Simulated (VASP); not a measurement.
Write the native input for VASP 6.6.1 that does the following.

| Property | Result |
| --- | --- |
| Task | relaxation of cell and atoms |
| Functional | PBE |
| Potentials or basis | VASP PAW PBE potentials, release 64 (Ga_d, Se) |
| Cutoff | 600 eV |
| k mesh | 6 × 6 × 4 |
| Occupations | gaussian, width 0.1 eV |
| Spin | no spin polarisation |
| Dipole correction | no |
| Further INCAR settings | ALGO = Fast; EDIFF = 1e-06; IBRION = 2; EDIFFG = -0.01; NSW = 100; ISIF = 3 |

The structure of GaSe4 lies in POSCAR:

```
GaSe4
1.0
    5.4685378903      0.0000000000      0.0000000000
    0.0000000000      5.4685378903      0.0000000000
    0.0000000000      0.0000000000      9.5067724839
Ga Se
2 8
Direct
    0.0000000000      0.0000000000      0.7500000000
    0.0000000000      0.0000000000      0.2500000000
    0.7236248976      0.2763751024      0.6243016447
    0.2763751024      0.7236248976      0.6243016447
    0.7236248976      0.7236248976      0.8756983553
    0.2763751024      0.2763751024      0.8756983553
    0.7236248976      0.2763751024      0.3756983553
    0.2763751024      0.7236248976      0.3756983553
    0.2763751024      0.2763751024      0.1243016447
    0.7236248976      0.7236248976      0.1243016447
```

The input as run:

INCAR

```
SYSTEM = GaSe4
ALGO = Fast ; EDIFF = 1E-6
EDIFFG = -0.01 ; ENCUT = 600
GGA = PE ; IBRION = 2
ISIF = 3 ; ISMEAR = 0
LASPH = .TRUE. ; LCHARG = .FALSE.
LREAL = .FALSE. ; LWAVE = .FALSE.
NELM = 80 ; NSW = 100
PREC = Accurate ; SIGMA = 0.1
```

KPOINTS

```
k-points
0
G
  6 6 4
  0 0 0
```

Potentials or basis: VASP PAW PBE potentials, release 64 (Ga_d, Se).

Command:

```bash
$ cat potpaw_PBE.64/Ga_d/POTCAR potpaw_PBE.64/Se/POTCAR > POTCAR
$ mpirun -np 1 vasp_std > vasp.out
```

It gave:

```
Relaxed volume                        : 29.26 Å³/atom
Relaxed cell                          : a = 5.561 Å, b = 5.561 Å, c = 9.464 Å, α = 90.00°, β = 90.00°, γ = 90.00°
Space group after relaxing (to 0.1 Å) : P4_2/mcm (No. 132)
Energy gained by relaxing             : 1.6 meV/atom
Ionic steps                           : 14
Pressure after relaxing               : 0.0 GPa
Band gap on the k mesh                : zero (bands 37 and 38 overlap by 0.78 eV)
```

Run time: 93 min on 1 thread of Oxide Virtual Turin-like Processor, with other jobs on the host, peak memory 0.68 GiB.
